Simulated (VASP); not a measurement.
# Ho2BN3: single point with PBE

Crystal: Ho2BN3.

```
Ho B N
1.0
     7.21205    0.00000    0.00000
    -3.60602    6.24582    0.00000
     0.00000    0.00000    5.29661
Ho B N
2 1 3
Direct
  0.33333 0.66667 0.00000
  0.66667 0.33333 0.00000
  0.00000 0.00000 0.00000
  0.50000 0.00000 0.00000
  0.00000 0.50000 0.00000
  0.50000 0.50000 0.00000
```

The cell was generated, and may not be a known phase.

| Item | Value |
| --- | --- |
| Program | VASP 6.6.1 |
| Task | single point |
| Functional | PBE |
| Potentials or basis | VASP PAW PBE potentials, release 64 (Ho_3, B, N), 4f in core |
| Cutoff | 600 eV |
| k mesh | 6 × 6 × 4 |
| Occupations | gaussian, width 0.1 eV |
| Spin | no spin polarisation |
| Dipole correction | no |
| Further INCAR settings | ALGO = Normal; EDIFF = 1e-06; NBANDS = 27 |

* Pressure: 0.3 GPa
* Band gap on the k mesh: zero (bands 18 and 19 overlap by 0.41 eV)

Stress tensor (GPa, compression positive):
```
0.45 0.00 0.00
0.00 0.45 0.00
0.00 0.00 0.14
```

Levels at points of the mesh, in eV from the Fermi level:
```tsv
k point	band 16	band 17	band 18	band 19	band 20	band 21
(0.00, 0.00, 0.00)	-0.22	0.04	0.04	0.12	0.85	1.52
(0.50, 0.00, 0.00)	-0.69	-0.53	-0.42	0.31	0.57	0.76
(0.00, 0.00, 0.50)	-0.64	0.08	0.08	0.12	0.59	1.53
(0.50, 0.00, 0.50)	-0.92	-0.68	-0.50	0.32	0.44	0.68
```

Wall time 3.6 min on 1 thread of Intel(R) Xeon(R) Platinum 8259CL CPU @ 2.50GHz (Skylake/Cascade Lake), with other jobs on the host, peak memory 0.46 GiB.

Caveat: spin-orbit coupling is left out, which moves the levels of the heavy elements; the 4f electrons are frozen in the core, so they carry no moment and show no levels; the run has no spin polarisation, though such a crystal can be magnetic. Spin polarisation is off, so any magnetic state and its effect on volume and gap are missing.
